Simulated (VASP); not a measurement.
# ZrOs (Pm-3m) in VASP: further runs

ZrOs is run at these levels: LDA; tasks: single point, relaxation of cell and atoms.

Program: VASP 6.6.1. These are calculated values, not measurements. Logs are shortened: lines on timing, memory, paths and dates and some standing lists are left out, and cuts for length are marked.

## 1. The cell of the first run

The structure is cubic, space group Pm-3m (No. 221). The conventional cell has a = 3.227 Å, b = 3.227 Å, c = 3.227 Å, α = 90.00°, β = 90.00°, γ = 90.00°. Zr (site symmetry m-3m) has 8 Os at 2.79 Å and 6 Zr at 3.23 Å within 3.7 Å. Os (site symmetry m-3m) has 8 Zr at 2.79 Å and 6 Os at 3.23 Å within 3.7 Å.

## 2. Single point, LDA

Input file INCAR:

```
SYSTEM = ZrOs
PREC = Accurate
ENCUT = 520
EDIFF = 1E-6
ISMEAR = 0
SIGMA = 0.1
LREAL = .FALSE.
LASPH = .TRUE.
NELM = 80
ALGO = Fast
ISIF = 2
LWAVE = .FALSE.
LCHARG = .TRUE.
GGA = CA
LELF = .TRUE.
LVHAR = .TRUE.
NBANDS = 17
```

Input file KPOINTS:

```
regular mesh
0
G
  14 14 14
  0 0 0
```

Input file POSCAR:

```
ZrOs
1.0
    3.2266863222      0.0000000000      0.0000000000
    0.0000000000      3.2266863222      0.0000000000
    0.0000000000      0.0000000000      3.2266863222
Zr Os
1 1
Direct
    0.5000000000      0.5000000000      0.5000000000
    0.0000000000      0.0000000000      0.0000000000
```

Potentials or basis: VASP PAW LDA potentials, release 64 (Zr_sv, Os).

Launch:

```console
$ cat potpaw_LDA.64/Zr_sv/POTCAR potpaw_LDA.64/Os/POTCAR > POTCAR
$ mpirun -np 1 vasp_std > vasp.out
```

OUTCAR:

```text
SYSTEM = ZrOs
   PREC = Accurate
   ENCUT = 520
   EDIFF = 1E-6
   ISMEAR = 0
   LREAL = .FALSE.
   LASPH = .TRUE.
   NELM = 80
   ISIF = 2
   GGA = CA

 ion  position               nearest neighbor table
   1  0.500  0.500  0.500-   2 2.79   2 2.79   2 2.79   2 2.79   2 2.79   2 2.79   2 2.79   2 2.79

   2  0.000  0.000  0.000-   1 2.79   1 2.79   1 2.79   1 2.79   1 2.79   1 2.79   1 2.79   1 2.79

  LATTYP: Found a simple cubic cell.
 ALAT       =     3.2266863222

  Lattice vectors:

 A1 = (   3.2266863222,   0.0000000000,   0.0000000000)
 A2 = (   0.0000000000,   3.2266863222,   0.0000000000)
 A3 = (   0.0000000000,   0.0000000000,   3.2266863222)

Analysis of symmetry for initial positions (statically):
=====================================================================
 Subroutine PRICEL returns:
 Original cell was already a primitive cell.

 Routine SETGRP: Setting up the symmetry group for a
 simple cubic supercell.

 Subroutine GETGRP returns: Found 48 space group operations
 (whereof 48 operations were pure point group operations)
 out of a pool of 48 trial point group operations.

The static configuration has the point symmetry O_h .

Analysis of symmetry for dynamics (positions and initial velocities):
=====================================================================
 Subroutine PRICEL returns:
 Original cell was already a primitive cell.

 Routine SETGRP: Setting up the symmetry group for a
 simple cubic supercell.

 Subroutine GETGRP returns: Found 48 space group operations
 (whereof 48 operations were pure point group operations)
 out of a pool of 48 trial point group operations.

The dynamic configuration has the point symmetry O_h .

 Subroutine INISYM returns: Found 48 space group operations
 (whereof 48 operations are pure point group operations),
 and found     1 'primitive' translations

----------------------------------------------------------------------------------------

                                     Primitive cell

  volume of cell :      33.5947

  direct lattice vectors                    reciprocal lattice vectors
     3.226686322  0.000000000  0.000000000     0.309915467  0.000000000  0.000000000
     0.000000000  3.226686322  0.000000000     0.000000000  0.309915467  0.000000000
     0.000000000  0.000000000  3.226686322     0.000000000  0.000000000  0.309915467

  length of vectors
     3.226686322  3.226686322  3.226686322     0.309915467  0.309915467  0.309915467

  position of ions in fractional coordinates (direct lattice)
     0.500000000  0.500000000  0.500000000
     0.000000000  0.000000000  0.000000000

  ion indices of the primitive-cell ions
   primitive index   ion index
                 1           1
                 2           2

----------------------------------------------------------------------------------------

 KPOINTS: regular mesh

Automatic generation of k-mesh.
 Grid dimensions read from file:
 generate k-points for:   14   14   14

 Generating k-lattice:

  Cartesian coordinates                     Fractional coordinates (reciprocal lattice)
     0.022136819  0.000000000  0.000000000     0.071428571  0.000000000  0.000000000
     0.000000000  0.022136819  0.000000000     0.000000000  0.071428571  0.000000000
     0.000000000  0.000000000  0.022136819     0.000000000  0.000000000  0.071428571

  Length of vectors
     0.022136819  0.022136819  0.022136819

  Shift w.r.t. Gamma in fractional coordinates (k-lattice)
     0.000000000  0.000000000  0.000000000

 Subroutine IBZKPT returns following result:
 ===========================================

 Found    120 irreducible k-points:

 Following reciprocal coordinates:
            Coordinates               Weight
  0.000000  0.000000  0.000000      1.000000
  0.071429  0.000000  0.000000      6.000000
  0.142857  0.000000  0.000000      6.000000
  0.214286  0.000000  0.000000      6.000000
  0.285714  0.000000  0.000000      6.000000
  0.357143  0.000000  0.000000      6.000000
[... 16 lines left out ...]
  0.285714  0.214286  0.000000     24.000000
  0.357143  0.214286  0.000000     24.000000
 [... further k-points ...]
   k-points           NKPTS =    120   k-points in BZ     NKDIM =    120   number of bands    NBANDS=     17
   number of dos      NEDOS =    301   number of ions     NIONS =      2
   total plane-waves  NPLWV =  13824
   dimension x,y,z NGX =    24 NGY =   24 NGZ =   24
   dimension x,y,z NGXF=    48 NGYF=   48 NGZF=   48
   ions per type =               1   1
   NGX,Y,Z   is equivalent  to a cutoff of  12.37, 12.37, 12.37 a.u.
   NGXF,Y,Z  is equivalent  to a cutoff of  24.73, 24.73, 24.73 a.u.
 SYSTEM =  ZrOs
   PREC   = accura    normal or accurate (medium, high low for compatibility)
   ISTART =      0    job   : 0-new  1-cont  2-samecut
   ICHARG =      2    charge: 1-file 2-atom 10-const
   ISPIN  =      1    spin polarized calculation?
   LNONCOLLINEAR =      F non collinear calculations
   LSORBIT =      F    spin-orbit coupling
   LASPH  =      T    aspherical Exc in radial PAW
   ENCUT  =  520.0 eV  38.22 Ry    6.18 a.u.   6.00  6.00  6.00*2*pi/ulx,y,z
   NELM   =     80;   NELMIN=  2; NELMDL= -5     # of ELM steps
   EDIFF  = 0.1E-05   stopping-criterion for ELM
   LREAL  =      F    real-space projection
   EDIFFG = 0.1E-04   stopping-criterion for IOM
   NSW    =      0    number of steps for IOM
   IBRION =     -1    ionic relax: 0-MD 1-quasi-New 2-CG
   NFREE  =      0    steps in history (QN), initial steepest desc. (CG)
   ISIF   =      2    stress and relaxation
   ISYM   =      2    0-nonsym 1-usesym 2-fastsym
   POTIM  = 0.5000    time-step for ionic-motion
   TEBEG  =    0.0;   TEEND  =   0.0 temperature during run
   PSTRESS=    0.0 pullay stress
   NELECT =      20.0000    total number of electrons
   NUPDOWN=      -1.0000    fix difference up-down
   EMIN   =  10.00;   EMAX   =-10.00  energy-range for DOS
   EFERMI =   0.00;   METHOD = LEGACY
   ISMEAR =     0;   SIGMA  =   0.10  broadening in eV -4-tet -1-fermi 0-gaus
   EFERMI_NEDOS =   21; number of points for ismear=-14 and -15
   IALGO  =     68    algorithm
   IMIX   =      4    mixing-type and parameters
     AMIX     =   0.40;   BMIX     =  1.00
     AMIX_MAG =   1.60;   BMIX_MAG =  1.00
  volume/ion in A,a.u.               =      16.80       113.35
  Fermi-wavevector in a.u.,A,eV,Ry     =   1.377193  2.602517 25.805627  1.896660
  Thomas-Fermi vector in A             =   2.502369
   LORBIT       =      0    0 simple, 1 ext, 2 COOP (PROOUT), +10 PAW based schemes
   GGA     = CA    functional components
   LHFCALC =     F    Hartree Fock is set to
   AEXX    =    0.0000 exact exchange contribution
   IVDW    =     0    specifies the selected vdW correction
   LEPSILON=     F    determine dielectric tensor
   LRPA    =     F    only Hartree local field effects (RPA)
 non-spin polarized calculation
 RMM-DIIS sequential band-by-band and
 Gauss-broadening in eV      SIGMA  =   0.10
  energy-cutoff  :      520.00
  volume of cell :       33.59
 maximum number of plane-waves:       924
 NGX is ok and might be reduce to    24
   NGX = 11   NGY = 11   NGZ = 11

 number of electron      20.0000000 magnetization

 Free energy of the ion-electron system (eV)
  ---------------------------------------------------
  ext. energy  EPLUGINS =         0.00000000
  ---------------------------------------------------
  free energy    TOTEN  =       -23.07760431 eV

  energy without entropy =      -23.07549569  energy(sigma->0) =      -23.07655000

 E-fermi :  10.0777     XC(G=0): -13.0049

 val. band max:       10.0439997128   @ k =   0.4286   0.4286   0.0000
 cond. band min:      10.1000840568   @ k =   0.4286   0.1429   0.0000
 fundamental gap:      0.0560843440
 Fermi energy:        10.0777340965

 k-point     1 :       0.0000    0.0000    0.0000
  band No.  band energies     occupation
      1     -38.2862      2.00000
      2     -16.2869      2.00000
      3     -16.2869      2.00000
      4     -16.2869      2.00000
      5       2.0729      2.00000
      6       4.6968      2.00000
[... 9 lines left out ...]
     16      18.5085      0.00000
     17      18.5085      0.00000

 k-point     2 :       0.0714    0.0000    0.0000
  band No.  band energies     occupation
      1     -38.2835      2.00000
      2     -16.3180      2.00000
      3     -16.2859      2.00000
      4     -16.2859      2.00000
      5       2.1904      2.00000
      6       4.7506      2.00000
[... 9 lines left out ...]
     16      18.1502      0.00000
     17      19.1290      0.00000

 k-point     3 :       0.1429    0.0000    0.0000
  band No.  band energies     occupation
      1     -38.2758      2.00000
      2     -16.4041      2.00000
      3     -16.2831      2.00000
      4     -16.2831      2.00000
      5       2.5331      2.00000
      6       4.9102      2.00000
[... 9 lines left out ...]
     16      17.2809      0.00000
     17      20.4290      0.00000

 k-point     4 :       0.2143    0.0000    0.0000
  band No.  band energies     occupation
      1     -38.2647      2.00000
      2     -16.5262      2.00000
      3     -16.2790      2.00000
      4     -16.2790      2.00000
      5       3.0721      2.00000
      6       5.1689      2.00000
[... 9 lines left out ...]
     16      16.3104      0.00000
     17      21.9677      0.00000
[... 343 lines left out ...]
      1     -38.2455      2.00000
      2     -16.5266      2.00000
      3     -16.4722      2.00000
      4     -16.2642      2.00000
      5       3.7964      2.00000
      6       5.5547      2.00000
[... 9 lines left out ...]
     16      17.8045      0.00000
     17      20.1908      0.00000

 k-point    23 :       0.2857    0.2143    0.0000
  band No.  band energies     occupation
      1     -38.2344      2.00000
      2     -16.6269      2.00000
      3     -16.4790      2.00000
      4     -16.2558      2.00000
      5       4.2264      2.00000
      6       5.7206      2.00000
[... 9 lines left out ...]
     16      17.1135      0.00000
     17      20.8496      0.00000

 k-point    24 :       0.3571    0.2143    0.0000
  band No.  band energies     occupation
      1     -38.2244      2.00000
      2     -16.7317      2.00000
      3     -16.4686      2.00000
      4     -16.2482      2.00000
      5       4.6268      2.00000
      6       5.8488      2.00000
[... 9 lines left out ...]
     16      16.3727      0.00000
     17      21.7316      0.00000

 [... further k-points ...]
[... 5 lines left out ...]
  --------------------------------------------------------------------------------------
  -------------------------------------------------------------------------------------
  Total        0.0863001      0.0863001      0.0863001      0.0000000     -0.0000000      0.0000000
  in kB        4.1157751      4.1157751      4.1157751      0.0000000     -0.0000000      0.0000000
  external PRESSURE =       4.1157751 kB  Pullay stress =       0.0000000 kB

 VOLUME and BASIS-vectors are now :
 -----------------------------------------------------------------------------
  energy-cutoff  :      520.00
  volume of cell :       33.59
      direct lattice vectors                 reciprocal lattice vectors
     3.226686322  0.000000000  0.000000000     0.309915467  0.000000000  0.000000000
     0.000000000  3.226686322  0.000000000     0.000000000  0.309915467  0.000000000
     0.000000000  0.000000000  3.226686322     0.000000000  0.000000000  0.309915467

 POSITION                                       TOTAL-FORCE (eV/Angst)
 -----------------------------------------------------------------------------------
      1.61334      1.61334      1.61334         0.000000      0.000000      0.000000
      0.00000      0.00000      0.00000         0.000000      0.000000      0.000000
 -----------------------------------------------------------------------------------
    total drift:                                0.000000     -0.000000     -0.000000

  FREE ENERGIE OF THE ION-ELECTRON SYSTEM (eV)
  ---------------------------------------------------
  free  energy   TOTEN  =       -23.0776043146 eV

  energy  without entropy=      -23.0754956900  energy(sigma->0) =      -23.07655000
```

Run time: 34 s. Hardware: 1 thread of Intel Xeon 6975P-C, shared host; peak memory 0.18 GiB.

What came out:

| Property | Result |
| --- | --- |
| Free energy | -23.0776 eV |
| Pressure | 0.4 GPa |
| Band gap on the k mesh | zero (band 10 reaches 10.76 eV, above the bottom of band 11 at 9.32 eV) |

Caveat: spin-orbit coupling is left out, which moves the levels of the heavy elements.

## 3. Relaxation of cell and atoms, LDA

This run uses another cell than the first one, of 17.37 Å³/atom, 1.034 times its volume.

Input file INCAR:

```
PREC = Accurate
ENCUT = 600
EDIFF = 1E-6
ISMEAR = 0
SIGMA = 0.1
LREAL = F
LASPH = T
NELM = 100
ALGO = Normal
ISIF = 3
LWAVE = F
LCHARG = F
GGA = CA
IBRION = 2
NSW = 100
EDIFFG = -0.005
```

Input file KPOINTS:

```
Automatic mesh
0
Gamma
  14 14 14
```

Input file POSCAR:

```
ZrOs
1.0
    3.2630000000      0.0000000000      0.0000000000
    0.0000000000      3.2630000000      0.0000000000
    0.0000000000      0.0000000000      3.2630000000
Zr Os
1 1
Direct
    0.5000000000      0.5000000000      0.5000000000
    0.0000000000      0.0000000000      0.0000000000
```

Potentials or basis: VASP PAW LDA potentials, release 64 (Zr_sv, Os).

Launch:

```console
$ cat potpaw_LDA.64/Zr_sv/POTCAR potpaw_LDA.64/Os/POTCAR > POTCAR
$ mpirun -np 1 vasp_std > vasp.out
```

Wall time 2.4 min (1 thread of Intel Xeon 6975P-C, shared host); peak memory 0.22 GiB.

Results (log left out):

| Item | Value |
| --- | --- |
| Free energy | -23.0801 eV |
| Relaxed volume | 16.84 Å³/atom |
| Relaxed cell | a = 3.229 Å, b = 3.229 Å, c = 3.229 Å, α = 90.00°, β = 90.00°, γ = 90.00° |
| Space group after relaxing (to 0.05 Å) | Pm-3m (No. 221) |
| Energy gained by relaxing | 12.2 meV/atom |
| Ionic steps | 4 |
| Pressure after relaxing | 0.0 GPa |
| Band gap on the k mesh | zero (band 10 reaches 10.72 eV, above the bottom of band 11 at 9.29 eV) |

The path:
| step | energy change (eV) | largest force (eV/Å) | pressure (GPa) | volume (Å³) |
| --- | --- | --- | --- | --- |
| 1 | 0.0000 | 0.0000 | -7.07 | 34.74 |
| 2 | 0.1518 | 0.0000 | 22.93 | 31.03 |
| 3 | -0.0243 | 0.0000 | -0.22 | 33.70 |
| 4 | -0.0243 | 0.0000 | -0.05 | 33.67 |

Final structure:
```yaml
crystal:
  lattice:
    - [3.22913, 0.00000, 0.00000]
    - [0.00000, 3.22913, 0.00000]
    - [0.00000, 0.00000, 3.22913]
  atoms:
    - { symbol: Zr, position: [0.50000, 0.50000, 0.50000] }
    - { symbol: Os, position: [0.00000, 0.00000, 0.00000] }
```

Levels at points of the mesh, in eV from the Fermi level:
```
           k point  band 7  band 8  band 9  band 10  band 11  band 12  band 13  band 14
(0.00, 0.00, 0.00)   -5.36   -1.60   -1.60    -1.60     2.21     2.21     5.44     5.44
(0.50, 0.00, 0.00)   -3.47   -1.66   -1.66    -1.19    -0.66     1.03     1.03     1.15
(0.50, 0.50, 0.00)   -3.40   -3.40    0.55     0.65     1.46     1.46     2.92     5.26
(0.50, 0.50, 0.50)   -2.86   -2.15   -2.15    -2.15     0.65     0.65     4.16     5.45
```

Caveat: spin-orbit coupling is left out, which moves the levels of the heavy elements. Zero-point motion and thermal expansion aren't in these numbers.
